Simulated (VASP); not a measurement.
Input of a VASP 6.6.1 run:

File POSCAR:

```
Li2Se
1.0
    0.0000000000      2.7039156594      2.7039156594
    2.7039156594      0.0000000000      2.7039156594
    2.7039156594      2.7039156594      0.0000000000
Li Se
2 1
Direct
    0.7500000000      0.7500000000      0.7500000000
    0.2500000000      0.2500000000      0.2500000000
    0.0000000000      0.0000000000      0.0000000000
```

File INCAR.step1:

```
PREC = Accurate
ENCUT = 830
ISMEAR = -1
SIGMA = 0.03
LREAL = F
LASPH = T
NELM = 120
NBANDS = 13
GGA = PE
ALGO = Normal
EDIFF = 1E-5
LWAVE = T
LCHARG = F
GGA_COMPAT = F
```

File INCAR.step2:

```
PREC = Accurate
ENCUT = 830
EDIFF = 1E-6
ISMEAR = -1
SIGMA = 0.03
LREAL = F
LASPH = T
NELM = 120
ALGO = Normal
ISIF = 2
LWAVE = F
LCHARG = F
METAGGA = R2SCAN
LMIXTAU = T
NBANDS = 13
ISTART = 1
GGA_COMPAT = F
```

KPOINTS

```
regular mesh
0
Gamma
  8 8 8
```

Potentials or basis: VASP PAW PBE potentials, release 64 (Li_sv, Se).

The run is started by

```bash
$ cat potpaw_PBE.64/Li_sv/POTCAR potpaw_PBE.64/Se/POTCAR > POTCAR
$ cp INCAR.step1 INCAR
$ mpirun -np 1 vasp_std > vasp.out
$ cp INCAR.step2 INCAR
$ mpirun -np 1 vasp_std > vasp.out
```

Q: Estimate the pressure.

A: 19.7 GPa.

Q: Predict the band gap on the k mesh.

A: 3.07 eV (least direct gap 5.31 eV).

Caveat: the cell stands under pressure; the PAW data sets were made with another functional, which shifts forces and pressure a little. A k mesh can miss the band edges.
